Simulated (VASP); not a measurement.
The system is Rb.

```
CELL_PARAMETERS angstrom
-2.80250 2.80250 2.80250
2.80250 -2.80250 2.80250
2.80250 2.80250 -2.80250
ATOMIC_POSITIONS crystal
Rb 0.00000 0.00000 0.00000
```

| Property | Result |
| --- | --- |
| Program | VASP 6.6.1 |
| Task | relaxation of cell and atoms |
| Functional | revPBE |
| Potentials or basis | VASP PAW PBE potentials, release 64 (Rb_sv) |
| Cutoff | 600 eV |
| k mesh | 7 × 7 × 7 |
| Occupations | fermi-dirac, width 0.05 eV |
| Spin | no spin polarisation |

At the start: pressure 0.3 GPa; volume 88.04 Å³/atom.

Q: Where does the relaxation end?

A: Over 3 steps the energy falls by 10.7 meV/atom and the volume is 97.66 Å³/atom (+10.9 %); space group Im-3m (No. 229, to 0.05 Å).

The path:
```
step  energy change (eV)  largest force (eV/Å)  pressure (GPa)  volume (Å³)
   1              0.0000                0.0000            0.35        88.04
   2             -0.0046                0.0000            0.25        90.51
   3             -0.0107                0.0000            0.03        97.66
```

Final structure:
```xyz
1
Lattice="-2.9010 2.9010 2.9010 2.9010 -2.9010 2.9010 2.9010 2.9010 -2.9010" Properties=species:S:1:pos:R:3 pbc="T T T"
Rb    0.0000    0.0000    0.0000
```

Caveat: the PAW data sets were made with another functional, which shifts forces and pressure a little; the volume moved by +11 % from the deposited cell, more than functionals usually miss.
